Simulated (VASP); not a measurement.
# HfC (P6_3/mmc) in VASP: further runs, part 2 of 2

VASP 6.6.1. The steps go on from the part before.

### Step 5. Single point, r2SCAN+U

This run uses another cell than the first one, of 12.59 Å³/atom, 0.943 times its volume.

Contents of POSCAR:

```
HfC
1.0
    3.3428660531      0.0000000000      0.0000000000
   -1.6714330265      2.8950069234      0.0000000000
    0.0000000000      0.0000000000      5.2027140000
Hf C
2 2
Direct
    0.3333333333      0.6666666667      0.2500000000
    0.6666666667      0.3333333333      0.7500000000
    0.0000000000      0.0000000000      0.5000000000
    0.0000000000      0.0000000000      0.0000000000
```

Contents of INCAR.step1:

```
SYSTEM = HfC
PREC = Accurate ; ENCUT = 520
ISMEAR = -1 ; SIGMA = 0.05
LREAL = .False. ; LASPH = .True.
NELM = 150 ; LMAXMIX = 4
LDAU = .True. ; LDAUTYPE = 2
LDAUL = 2 -1 ; LDAUU = 3 0
LDAUJ = 0 0 ; NBANDS = 22
GGA = PE ; ALGO = Normal
EDIFF = 1E-4 ; LWAVE = .True.
LCHARG = .False.
```

Contents of INCAR.step2:

```
SYSTEM = HfC
PREC = Accurate ; ENCUT = 520
EDIFF = 1E-6 ; ISMEAR = -1
SIGMA = 0.05 ; LREAL = .False.
LASPH = .True. ; NELM = 150
ALGO = Normal ; ISIF = 2
LWAVE = .False. ; LCHARG = .False.
LMAXMIX = 4 ; LDAU = .True.
LDAUTYPE = 2 ; LDAUL = 2 -1
LDAUU = 3 0 ; LDAUJ = 0 0
LDAUPRINT = 1 ; METAGGA = R2SCAN
LMIXTAU = .True. ; NBANDS = 22
ISTART = 1
```

Contents of KPOINTS:

```
regular mesh
0
Gamma
  9 9 5
  0 0 0
```

The run is started by

```console
> cat potpaw_PBE.64/Hf_pv/POTCAR potpaw_PBE.64/C/POTCAR > POTCAR
> cp INCAR.step1 INCAR
> mpirun -np 1 vasp_std > vasp.out
> cp INCAR.step2 INCAR
> mpirun -np 1 vasp_std > vasp.out
```

It took 6.2 min on 1 thread of AMD EPYC 7R13, shared host; peak memory 0.17 GiB.

It converged, with:

- Free energy: -109.5636 eV
- Pressure: 6.9 GPa
- Band gap on the k mesh: zero (band 14 reaches 8.29 eV, above the bottom of band 15 at 6.78 eV)

Stress tensor (GPa, compression positive):
```
 4.12  0.00  0.00
 0.00  4.12  0.00
 0.00  0.00 12.54
```

Levels at points of the mesh, in eV from the Fermi level:
| k point | band 11 | band 12 | band 13 | band 14 | band 15 | band 16 | band 17 | band 18 |
| --- | --- | --- | --- | --- | --- | --- | --- | --- |
| (0.00, 0.00, 0.00) | -3.31 | -1.48 | -1.48 | 1.42 | 1.83 | 1.83 | 2.22 | 2.22 |

Eigenvalues of the final occupation matrices:
```tsv
site	spin	trace	eigenvalues
site 1 d	1	0.81	0.12 0.15 0.15 0.19 0.19
site 1 d	2	0.81	0.12 0.15 0.15 0.19 0.19
site 2 d	1	0.81	0.12 0.15 0.15 0.19 0.19
site 2 d	2	0.81	0.12 0.15 0.15 0.19 0.19
```

Caveat: the PAW data sets were made with another functional, which shifts forces and pressure a little; spin-orbit coupling is left out, which moves the levels of the heavy elements; U without spin polarisation on a metal has little footing; the U is typed as a test and isn't derived for this compound.

### Step 6. Single point, r2SCAN+U

This run uses another cell than the first one, of 12.59 Å³/atom, 0.943 times its volume.

POSCAR is that of step 5.

Contents of INCAR.step1:

```
PREC = Accurate
ENCUT = 520
ISMEAR = -1
SIGMA = 0.05
LREAL = False
LASPH = True
NELM = 150
LMAXMIX = 4
LDAU = True
LDAUTYPE = 2
LDAUL = 2 -1
LDAUU = 4 0
LDAUJ = 0 0
NBANDS = 22
GGA = PE
ALGO = Normal
EDIFF = 1E-4
LWAVE = True
LCHARG = False
```

Contents of INCAR.step2:

```
PREC = Accurate
ENCUT = 520
EDIFF = 1E-7
ISMEAR = -1
SIGMA = 0.05
LREAL = False
LASPH = True
NELM = 150
ALGO = Normal
ISIF = 2
LWAVE = False
LCHARG = False
LMAXMIX = 4
LDAU = True
LDAUTYPE = 2
LDAUL = 2 -1
LDAUU = 4 0
LDAUJ = 0 0
LDAUPRINT = 1
METAGGA = R2SCAN
LMIXTAU = True
NBANDS = 22
ISTART = 1
```

Contents of KPOINTS:

```
regular mesh
0
Gamma
  9 9 5
```

Potentials or basis: VASP PAW PBE potentials, release 64 (Hf_pv, C).

The run is started by

```console
> cat potpaw_PBE.64/Hf_pv/POTCAR potpaw_PBE.64/C/POTCAR > POTCAR
> cp INCAR.step1 INCAR
> mpirun -np 1 vasp_std > vasp.out
> cp INCAR.step2 INCAR
> mpirun -np 1 vasp_std > vasp.out
```

OUTCAR:

```text
PREC = Accurate
   ENCUT = 520
   EDIFF = 1E-7
   ISMEAR = -1
   LREAL = False
   LASPH = True
   NELM = 150
   ISIF = 2
   METAGGA = R2SCAN
   ISTART = 1

 ion  position               nearest neighbor table
   1  0.333  0.667  0.250-   3 2.33   4 2.33   3 2.33   4 2.33   3 2.33   4 2.33   2 3.24   2 3.24
                             2 3.24   2 3.24   2 3.24   2 3.24
   2  0.667  0.333  0.750-   3 2.33   4 2.33   3 2.33   4 2.33   3 2.33   4 2.33   1 3.24   1 3.24
                             1 3.24   1 3.24   1 3.24   1 3.24
   3  0.000  0.000  0.500-   1 2.33   2 2.33   1 2.33   2 2.33   2 2.33   1 2.33
   4  0.000  0.000  0.000-   1 2.33   2 2.33   1 2.33   2 2.33   2 2.33   1 2.33

  LATTYP: Found a hexagonal cell.
 ALAT       =     3.3428660531
 C/A-ratio  =     1.5563632875

  Lattice vectors:

 A1 = (   3.3428660531,   0.0000000000,   0.0000000000)
 A2 = (  -1.6714330265,   2.8950069234,   0.0000000000)
 A3 = (   0.0000000000,   0.0000000000,   5.2027140000)

Analysis of symmetry for initial positions (statically):
=====================================================================
 Subroutine PRICEL returns:
 Original cell was already a primitive cell.

 Routine SETGRP: Setting up the symmetry group for a
 hexagonal supercell.

 Subroutine GETGRP returns: Found 24 space group operations
 (whereof 12 operations were pure point group operations)
 out of a pool of 24 trial point group operations.

The static configuration has the point symmetry D_3d.
 The point group associated with its full space group is D_6h.

Analysis of symmetry for dynamics (positions and initial velocities):
[... 215 lines left out ...]
  o =  0.1478  v =  0.0000  0.0000  0.0000  0.0000  0.0000 -0.7620 -0.0000  0.0000  0.0000  0.6475      0.0000  0.0000  0.0000  0.0000  0.0000  0.0000  0.0000  0.0000  0.0000  0.0000
  o =  0.1478  v = -0.7620 -0.0000  0.0000  0.0000  0.6475  0.0000  0.0000  0.0000  0.0000  0.0000      0.0000  0.0000  0.0000  0.0000  0.0000  0.0000  0.0000  0.0000  0.0000  0.0000
  o =  0.1478  v =  0.0000  0.0000  0.0000  0.0000  0.0000 -0.6475  0.0000  0.0000  0.0000 -0.7620      0.0000  0.0000  0.0000  0.0000  0.0000  0.0000  0.0000  0.0000  0.0000  0.0000
  o =  0.1478  v = -0.6475  0.0000  0.0000  0.0000 -0.7620  0.0000  0.0000  0.0000  0.0000  0.0000      0.0000  0.0000  0.0000  0.0000  0.0000  0.0000  0.0000  0.0000  0.0000  0.0000
  o =  0.1893  v =  0.0000 -0.8813  0.0000  0.4726 -0.0000  0.0000  0.0000  0.0000  0.0000  0.0000      0.0000  0.0000  0.0000  0.0000  0.0000  0.0000  0.0000  0.0000  0.0000  0.0000
  o =  0.1893  v =  0.0000  0.0000  0.0000  0.0000  0.0000  0.0000 -0.8813  0.0000  0.4726 -0.0000      0.0000  0.0000  0.0000  0.0000  0.0000  0.0000  0.0000  0.0000  0.0000  0.0000
  o =  0.1893  v =  0.0000  0.0000  0.0000  0.0000  0.0000  0.0000  0.4726 -0.0000  0.8813  0.0000      0.0000  0.0000  0.0000  0.0000  0.0000  0.0000  0.0000  0.0000  0.0000  0.0000
  o =  0.1893  v =  0.0000  0.4726 -0.0000  0.8813  0.0000  0.0000  0.0000  0.0000  0.0000  0.0000      0.0000  0.0000  0.0000  0.0000  0.0000  0.0000  0.0000  0.0000  0.0000  0.0000

 number of electron      28.0000002 magnetization

 Free energy of the ion-electron system (eV)
  ---------------------------------------------------
  ext. energy  EPLUGINS =         0.00000000
  ---------------------------------------------------
  free energy    TOTEN  =      -108.23286227 eV

  energy without entropy =     -108.22976247  energy(sigma->0) =     -108.23131237

 E-fermi :   7.0231     XC(G=0): -13.1441

 val. band max:        7.0035270631   @ k =   0.0000   0.0000   0.2000
 cond. band min:       7.2624152274   @ k =   0.2222   0.1111   0.2000
 fundamental gap:      0.2588881644
 Fermi energy:         7.0231200870

 k-point     1 :       0.0000    0.0000    0.0000
  band No.  band energies     occupation
      1     -25.7918      2.00000
      2     -25.2242      2.00000
      3     -25.2242      2.00000
      4     -25.1382      2.00000
      5     -25.1382      2.00000
      6     -25.0660      2.00000
[... 589 lines left out ...]
     21      15.3186      0.00000
     22      15.3186      0.00000

 [... further k-points ...]
[... 5 lines left out ...]
  --------------------------------------------------------------------------------------
  -------------------------------------------------------------------------------------
  Total        2.3756673      2.3756673      5.2951165      0.0000000      0.0000000     -0.0000000
  in kB       75.5958001     75.5958001    168.4952133      0.0000000      0.0000000     -0.0000000
  external PRESSURE =     106.5622711 kB  Pullay stress =       0.0000000 kB

 VOLUME and BASIS-vectors are now :
 -----------------------------------------------------------------------------
  energy-cutoff  :      520.00
  volume of cell :       50.35
      direct lattice vectors                 reciprocal lattice vectors
     3.342866053  0.000000000  0.000000000     0.299144502  0.172711159  0.000000000
    -1.671433026  2.895006923  0.000000000     0.000000000  0.345422317  0.000000000
     0.000000000  0.000000000  5.202714000     0.000000000  0.000000000  0.192207375

 POSITION                                       TOTAL-FORCE (eV/Angst)
 -----------------------------------------------------------------------------------
     -0.00000      1.93000      1.30068        -0.000000      0.000000      0.000000
      1.67143      0.96500      3.90204         0.000000     -0.000000      0.000000
      0.00000      0.00000      2.60136        -0.000000      0.000000      0.000000
      0.00000      0.00000      0.00000         0.000000      0.000000      0.000000
 -----------------------------------------------------------------------------------
    total drift:                               -0.000000      0.000000     -0.000000

  FREE ENERGIE OF THE ION-ELECTRON SYSTEM (eV)
  ---------------------------------------------------
  free  energy   TOTEN  =      -108.2328622691 eV

  energy  without entropy=     -108.2297624734  energy(sigma->0) =     -108.23131237
```

Wall time 6.7 min (1 thread of AMD EPYC 7R13, shared host); peak memory 0.17 GiB.

What came out:

```yaml
Free_energy: -108.2329 eV
Pressure: 10.7 GPa
Band_gap_on_the_k_mesh: zero (band 14 reaches 8.49 eV, above the bottom of band 15 at 6.92 eV)
```

Stress tensor (GPa, compression positive):
```
 7.56  0.00  0.00
 0.00  7.56  0.00
 0.00  0.00 16.85
```

Eigenvalues of the final occupation matrices:
```
    site  spin  trace               eigenvalues
site 1 d     1   0.79  0.11 0.15 0.15 0.19 0.19
site 1 d     2   0.79  0.11 0.15 0.15 0.19 0.19
site 2 d     1   0.79  0.11 0.15 0.15 0.19 0.19
site 2 d     2   0.79  0.11 0.15 0.15 0.19 0.19
```

Caveat: the PAW data sets were made with another functional, which shifts forces and pressure a little; spin-orbit coupling is left out, which moves the levels of the heavy elements; U without spin polarisation on a metal has little footing; the U is typed as a test and isn't derived for this compound.

### Step 7. Overview

```tsv
level	U	cell	cutoff (eV)	gap on the mesh (eV)	pressure (GPa)
PBEsol	-	a = 3.408, b = 3.408, c = 5.305 Å, angles 90.0, 90.0, 120.0°, 4 atoms	600	none	-19.3
r2SCAN+U	Hf d U = 1.0 eV	a = 3.343, b = 3.343, c = 5.203 Å, angles 90.0, 90.0, 120.0°, 4 atoms	520	none	-0.3
r2SCAN+U	Hf d U = 2.0 eV	a = 3.343, b = 3.343, c = 5.203 Å, angles 90.0, 90.0, 120.0°, 4 atoms	520	none	3.3
r2SCAN+U	Hf d U = 3.0 eV	a = 3.343, b = 3.343, c = 5.203 Å, angles 90.0, 90.0, 120.0°, 4 atoms	520	none	6.9
r2SCAN+U	Hf d U = 4.0 eV	a = 3.343, b = 3.343, c = 5.203 Å, angles 90.0, 90.0, 120.0°, 4 atoms	520	none	10.7
```

Alike in all rows: task single point; potentials or basis VASP PAW PBE potentials, release 64 (Hf_pv, C); no spin polarisation; k mesh 9 × 9 × 5; smearing fermi-dirac 0.05 eV.

Caveats: the PAW data sets were made with another functional, which shifts forces and pressure a little; spin-orbit coupling is left out, which moves the levels of the heavy elements; U without spin polarisation on a metal has little footing (some runs); the U is typed as a test and isn't derived for this compound (some runs).

Absolute energies hang on the potentials; compare differences alone.
